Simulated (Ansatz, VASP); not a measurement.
TiAl3: VASP beside Ansatz

Contents of POSCAR:

```
TiAl3
1.0
    3.9556712500      0.0000000000      0.0000000000
    0.0000000000      3.9556712500      0.0000000000
    0.0000000000      0.0000000000      3.9556712500
Ti Al
1 3
Direct
    0.0000000000      0.0000000000      0.0000000000
    0.5000000000      0.5000000000      0.0000000000
    0.5000000000      0.0000000000      0.5000000000
    0.0000000000      0.5000000000      0.5000000000
```

INCAR.step1

```
  PREC = Accurate
  ENCUT = 520
  ISMEAR = 0
  SIGMA = 0.1
  LREAL = False
  LASPH = True
  NELM = 100
  NBANDS = 18
  GGA = PE
  ALGO = Normal
  EDIFF = 1E-4
  LWAVE = True
  LCHARG = False
```

INCAR.step2

```
  PREC = Accurate
  ENCUT = 520
  EDIFF = 1E-7
  ISMEAR = 0
  SIGMA = 0.1
  LREAL = False
  LASPH = True
  NELM = 100
  ALGO = Normal
  ISIF = 2
  LWAVE = False
  LCHARG = True
  METAGGA = R2SCAN
  LMIXTAU = True
  LELF = True
  LVHAR = True
  NBANDS = 18
  ISTART = 1
```

File KPOINTS:

```
regular mesh
0
Gamma
  14 14 14
```

Input for Ansatz:

```yaml
crystal:
  lattice:
    - [3.95567125, 0.0, 0.0]
    - [0.0, 3.95567125, 0.0]
    - [0.0, 0.0, 3.95567125]
  atoms:
    - { symbol: Ti, position: [0.0, 0.0, 0.0] }
    - { symbol: Al, position: [0.5, 0.5, 0.0] }
    - { symbol: Al, position: [0.5, 0.0, 0.5] }
    - { symbol: Al, position: [0.0, 0.5, 0.5] }
basis:
  ecutwfc: 500
kpoints:
  mp_grid: { grid: [14, 14, 14] }
hamiltonian:
  xc: r2scan
scf:
  occupations: { method: gaussian, width: 0.1 }
output:
  forces: true
  stress: true
  eigenvalues: true
```

Alike in both runs: task single point; functional r2SCAN; k mesh 14 × 14 × 14; occupations gaussian, width 0.1 eV; no spin polarisation.

|  | VASP | Ansatz |
| --- | --- | --- |
| version | VASP 6.6.1 | Ansatz 0.2.0 |
| potentials or method | VASP PAW PBE potentials, release 64 (Ti_sv, Al), cutoff 520 eV | scalar-relativistic, plane waves, PAW |
| valence electrons in the cell | 21 | 21 |

VASP gave:

| Quantity | Value |
| --- | --- |
| gap on the k mesh at the Fermi level (eV) | none |
| pressure (GPa) | -0.1 |

**Question.** Estimate Ansatz's values.

**Answer.** gap on the k mesh at the Fermi level (eV): none; pressure (GPa): 0.0.

VASP's potentials were made for PBE, not for r2SCAN. A gap of «none» marks a metal or a gap that the smearing closes.
